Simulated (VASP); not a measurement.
BeS:

```
Be S
1.0
     0.00000    2.31730    2.31730
     2.31730    0.00000    2.31730
     2.31730    2.31730    0.00000
Be S
1 1
Direct
  0.00000 0.00000 0.00000
  0.50000 0.50000 0.50000
```

Base run:

| Quantity | Value |
| --- | --- |
| Program | VASP 6.6.1 |
| Functional | HSE06 |
| Potentials or basis | VASP PAW PBE potentials, release 64 (Be, S) |
| Cutoff | 520 eV |
| k mesh | 6 × 6 × 6 |
| Occupations | gaussian, width 0.01 eV |
| Spin | no spin polarisation |

Its results: band gap on the k mesh 1.74 eV, indirect (least direct gap 5.20 eV); pressure -2.0 GPa.

The run is repeated on the same cell with these changes: functional from HSE06 to r2SCAN. What comes out?

Band gap on the k mesh 1.35 eV, indirect (least direct gap 4.59 eV); pressure 0.1 GPa.

HSE06 gives the wider gap, since exact exchange removes part of the self-interaction.

Caveats: the PAW data sets were made with another functional, which shifts forces and pressure a little.

A k mesh can miss the band edges.
